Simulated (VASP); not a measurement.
A run of VASP 6.6.1:

File INCAR:

```
PREC     = Accurate       # precision mode
ENCUT    = 520            # plane-wave cutoff, eV
EDIFF    = 1E-6           # SCF threshold, eV
ISMEAR   = -1             # smearing method
SIGMA    = 0.05           # smearing width, eV
LREAL    = False          # projectors in reciprocal space
LASPH    = True           # aspherical terms in the spheres
NELM     = 60             # most SCF steps
ALGO     = Normal         # electronic algorithm
ISIF     = 2              # what is computed and relaxed
LWAVE    = False          # write WAVECAR
LCHARG   = False          # write CHGCAR
GGA      = PS             # functional
NBANDS   = 8              # bands
```

KPOINTS

```
regular mesh
0
Gamma
  12 12 12
```

File POSCAR:

```
Sb
1.0
   -1.5002146783      1.5002146783      2.4102521130
    1.5002146783     -1.5002146783      2.4102521130
    1.5002146783      1.5002146783     -2.4102521130
Sb
1
Direct
    0.0000000000      0.0000000000      0.0000000000
```

Potentials or basis: VASP PAW PBE potentials, release 64 (Sb).

Launch:

```sh
$ cat potpaw_PBE.64/Sb/POTCAR > POTCAR
$ mpirun -np 1 vasp_std > vasp.out
```

Hardware: 1 thread of Intel Xeon 8259CL, on a shared host.

Task: How long does it take, and how much memory?

Result: Wall time 18 s on 1 thread of Intel Xeon 8259CL (shared host), peak memory 0.16 GiB. Counts: scf iterations 9, k points 163.
